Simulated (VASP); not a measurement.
**AlNi: single point with PBE**

The system is AlNi.

```
CELL_PARAMETERS angstrom
2.84206 0.00000 0.00000
0.00000 2.84206 0.00000
0.00000 0.00000 2.84206
ATOMIC_POSITIONS crystal
Al 0.00000 0.00000 0.00000
Ni 0.50000 0.50000 0.50000
```

```json
{"Program": "VASP 6.6.1", "Task": "single point", "Functional": "PBE", "Potentials or basis": "VASP PAW PBE potentials, release 64 (Al, Ni)", "Cutoff": "600 eV", "k mesh": "14 × 14 × 14", "Occupations": "fermi-dirac, width 0.03 eV", "Spin": "collinear spin, ferromagnetic start", "Starting moments": "[0.0, 1.5] μB", "Dipole correction": "no", "Further INCAR settings": "ALGO = Normal; EDIFF = 1e-06; NBANDS = 18"}
```

```yaml
Pressure: 9.5 GPa
Net_moment: 0.00 μB per cell
Valence_electrons_inside_the_program's_atomic_spheres: Al 0.82; Ni 9.54
```

Levels at points of the mesh, in eV from the Fermi level:
Spin up:
```csv
k point,band 4,band 5,band 6,band 7,band 8,band 9,band 10,band 11
"(0.00, 0.00, 0.00)",-1.59,-1.59,-1.59,5.71,5.71,5.71,8.29,8.29
"(0.50, 0.00, 0.00)",-2.34,-2.34,-1.50,-0.63,8.36,10.26,10.26,11.33
"(0.50, 0.50, 0.00)",-2.97,-2.16,-2.16,-1.03,1.59,2.70,12.77,15.49
"(0.50, 0.50, 0.50)",-1.00,-1.00,2.00,2.00,2.00,4.09,4.66,4.66
```
Spin down:
```tsv
k point	band 4	band 5	band 6	band 7	band 8	band 9	band 10	band 11
(0.00, 0.00, 0.00)	-1.59	-1.59	-1.59	5.71	5.71	5.71	8.29	8.29
(0.50, 0.00, 0.00)	-2.34	-2.34	-1.50	-0.63	8.36	10.26	10.26	11.33
(0.50, 0.50, 0.00)	-2.97	-2.16	-2.16	-1.03	1.59	2.70	12.77	15.49
(0.50, 0.50, 0.50)	-1.00	-1.00	2.00	2.00	2.00	4.09	4.66	4.66
```

Run time: 2.9 min on 1 thread of AMD EPYC 7R13, with other jobs on the host, peak memory 0.19 GiB.

Caveat: the cell stands under pressure.
